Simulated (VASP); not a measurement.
# Ag2O: relaxation of cell and atoms with PBE

Ag2O:

```
Ag O
1.0
     4.71800    0.00000    0.00000
     0.00000    4.71800    0.00000
     0.00000    0.00000    4.71800
Ag O
4 2
Direct
  0.25000 0.25000 0.25000
  0.25000 0.75000 0.75000
  0.75000 0.75000 0.25000
  0.75000 0.25000 0.75000
  0.00000 0.00000 0.00000
  0.50000 0.50000 0.50000
```

```json
{
  "Program": "VASP 6.6.1",
  "Task": "relaxation of cell and atoms",
  "Functional": "PBE",
  "Potentials or basis": "VASP PAW PBE potentials, release 64 (Ag, O)",
  "Cutoff": "600 eV",
  "k mesh": "6 × 6 × 6",
  "Occupations": "fermi-dirac, width 0.02 eV",
  "Spin": "no spin polarisation",
  "Dipole correction": "no",
  "Further INCAR settings": "ALGO = Normal; EDIFF = 1e-07; IBRION = 2; EDIFFG = -0.005; NSW = 80; ISIF = 3"
}
```

```json
{
  "Relaxed volume": "18.53 Å³/atom",
  "Relaxed cell": "a = 4.809 Å, b = 4.809 Å, c = 4.809 Å, α = 90.00°, β = 90.00°, γ = 90.00°",
  "Space group after relaxing (to 0.1 Å)": "Pn-3m (No. 224)",
  "Energy gained by relaxing": "14.2 meV/atom",
  "Ionic steps": "3",
  "Pressure after relaxing": "0.0 GPa",
  "Band gap on the k mesh": "zero (filled and empty bands touch)"
}
```

The path:
```tsv
step	energy change (eV)	largest force (eV/Å)	pressure (GPa)	volume (Å³)
1	0.0000	0.0000	4.68	105.02
2	-0.0793	0.0000	-1.06	112.98
3	-0.0852	0.0000	0.01	111.20
```

Final structure:
```yaml
crystal:
  lattice:
    - [4.80881, 0.00000, 0.00000]
    - [0.00000, 4.80881, 0.00000]
    - [0.00000, 0.00000, 4.80881]
  atoms:
    - { symbol: Ag, position: [0.25000, 0.25000, 0.25000] }
    - { symbol: Ag, position: [0.25000, 0.75000, 0.75000] }
    - { symbol: Ag, position: [0.75000, 0.75000, 0.25000] }
    - { symbol: Ag, position: [0.75000, 0.25000, 0.75000] }
    - { symbol: O, position: [0.00000, 0.00000, 0.00000] }
    - { symbol: O, position: [0.50000, 0.50000, 0.50000] }
```

Levels at points of the mesh, in eV from the Fermi level:
```
           k point  band 24  band 25  band 26  band 27  band 28  band 29  band 30  band 31  band 32  band 33
(0.00, 0.00, 0.00)    -2.53    -2.53    -0.06    -0.02    -0.02    -0.02     2.21     2.21     7.01     7.01
(0.50, 0.00, 0.00)    -2.44    -1.50    -1.50    -0.45    -0.45     2.01     2.01     4.77     4.77     6.71
(0.50, 0.50, 0.00)    -1.87    -1.52    -1.52    -0.77    -0.77     2.11     2.11     3.68     3.68     6.68
(0.50, 0.50, 0.50)    -2.61    -1.74    -0.66    -0.66    -0.66     2.71     2.71     2.71     4.71     4.71
```

It took 6 min on 1 thread of Intel Xeon 8259CL (shared host), peak memory 0.29 GiB.

PBE usually gives volumes a little too large and moduli too small. Zero-point motion and thermal expansion aren't in these numbers.
